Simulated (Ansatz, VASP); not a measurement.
## One calculation of PbS, two programs

```
Pb S
1.0
     0.00000    3.32383    3.32383
     3.32383    0.00000    3.32383
     3.32383    3.32383    0.00000
Pb S
1 1
Cartesian
  0.0000 0.0000 0.0000
  1.6619 1.6619 1.6619
```

Alike in both runs: task single point; functional PBE; k mesh 10 × 10 × 10; occupations gaussian, width 0.05 eV; no spin polarisation.

```csv
,VASP,Ansatz
version,VASP 6.6.1,Ansatz 0.2.0
potentials or method,"VASP PAW PBE potentials, release 64 (Pb_d, S), cutoff 520 eV","scalar-relativistic, plane waves, PAW"
valence electrons in the cell,20,20
```

Ansatz gave:

| Item | Value |
| --- | --- |
| gap on the k mesh at the Fermi level (eV) | 0.89 |
| least direct gap on the mesh (eV) | 1.29 |
| pressure (GPa) | 0.0 |

Task: Which values does VASP return?

Result: gap on the k mesh at the Fermi level (eV): 0.89; least direct gap on the mesh (eV): 1.30; pressure (GPa): -0.1.

Spin-orbit coupling is off throughout.
